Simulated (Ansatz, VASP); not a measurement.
**SiC in VASP and in Ansatz**

```
Si C
1.0
     3.07600    0.00000    0.00000
    -1.53800    2.66389    0.00000
     0.00000    0.00000    5.04800
Si C
2 2
Direct
  0.30518 0.61036 0.00000
  0.69482 0.38964 0.50000
  0.35867 0.71733 0.38500
  0.64133 0.28267 0.88500
```

Change from the starting cell: mode 4 (274.0 1/cm) frozen in, largest displacement -0.150 Å.

Alike in both runs: task single point; functional r2SCAN; k mesh 12 × 12 × 6; occupations gaussian, width 0.05 eV; no spin polarisation.

```csv
,VASP,Ansatz
version,VASP 6.6.1,Ansatz 0.2.0
potentials or method,"VASP PAW PBE potentials, release 64 (Si, C), cutoff 520 eV","scalar-relativistic, plane waves, PAW"
valence electrons in the cell,16,16
```

Ansatz gave:

- gap on the k mesh at the Fermi level (eV): 2.43
- least direct gap on the mesh (eV): 4.48
- pressure (GPa): -0.2
- traceless stress, the component that is largest in VASP (GPa): -2.10
- rms of the force components (eV/Å): 0.663

Q: Estimate VASP's values.

A: gap on the k mesh at the Fermi level (eV): 2.43; least direct gap on the mesh (eV): 4.49; pressure (GPa): -0.4; traceless stress, the component that is largest in VASP (GPa): -2.06; rms of the force components (eV/Å): 0.663.

VASP's potentials were made for PBE, not for r2SCAN. Atom by atom the forces differ by 0.003 eV/Å (rms over components). The functional is the same, so the differences come from potentials, cutoffs and numerics.
